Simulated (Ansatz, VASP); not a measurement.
**SrO in VASP and in Ansatz**

Contents of INCAR:

```
SYSTEM = SrO
PREC = Accurate ; ENCUT = 520
EDIFF = 1E-7 ; ISMEAR = 0
SIGMA = 0.05 ; LREAL = .False.
LASPH = .True. ; NELM = 100
ALGO = Normal ; ISIF = 2
LWAVE = .False. ; LCHARG = .False.
GGA = PE ; NBANDS = 15
```

KPOINTS

```
regular mesh
0
Gamma
  8 8 8
  0 0 0
```

Contents of POSCAR:

```
SrO
1.0
    0.0000000000      2.6083470000      2.5698000000
    2.6083470000      0.0000000000      2.5698000000
    2.6083470000      2.6083470000      0.0000000000
Sr O
1 1
Direct
    0.0000000000      0.0000000000      0.0000000000
    0.5000000000      0.5000000000      0.5000000000
```

Input for Ansatz:

```yaml
crystal:
  lattice:
    - [0.0, 2.608347, 2.5698]
    - [2.608347, 0.0, 2.5698]
    - [2.608347, 2.608347, 0.0]
  atoms:
    - { symbol: Sr, position: [0.0, 0.0, 0.0] }
    - { symbol: O, position: [0.5, 0.5, 0.5] }
basis:
  ecutwfc: 420
kpoints:
  mp_grid: { grid: [8, 8, 8] }
hamiltonian:
  xc: pbe
scf:
  occupations: { method: gaussian, width: 0.05 }
output:
  forces: true
  stress: true
  eigenvalues: true
```

Change from the starting cell: strain +0.015 along x and y, +0.000 along z, atoms carried along.

Alike in both runs: task single point; functional PBE; k mesh 8 × 8 × 8; occupations gaussian, width 0.05 eV; no spin polarisation.

|  | VASP | Ansatz |
| --- | --- | --- |
| version | VASP 6.6.1 | Ansatz 0.2.0 |
| potentials or method | VASP PAW PBE potentials, release 64 (Sr_sv, O), cutoff 520 eV | scalar-relativistic, plane waves, PAW |
| valence electrons in the cell | 16 | 16 |

|  | VASP | Ansatz | Ansatz less VASP |
| --- | --- | --- | --- |
| gap on the k mesh at the Fermi level (eV) | 3.21 | 3.26 | +0.047 |
| least direct gap on the mesh (eV) | 3.36 | 3.40 | +0.037 |
| pressure (GPa) | 0.8 | 0.2 | -0.51 |
| traceless stress, the component that is largest in VASP (GPa) | 1.24 | 1.17 | -0.067 |

With one functional, cell and mesh, what is left measures potentials, basis and numerics.
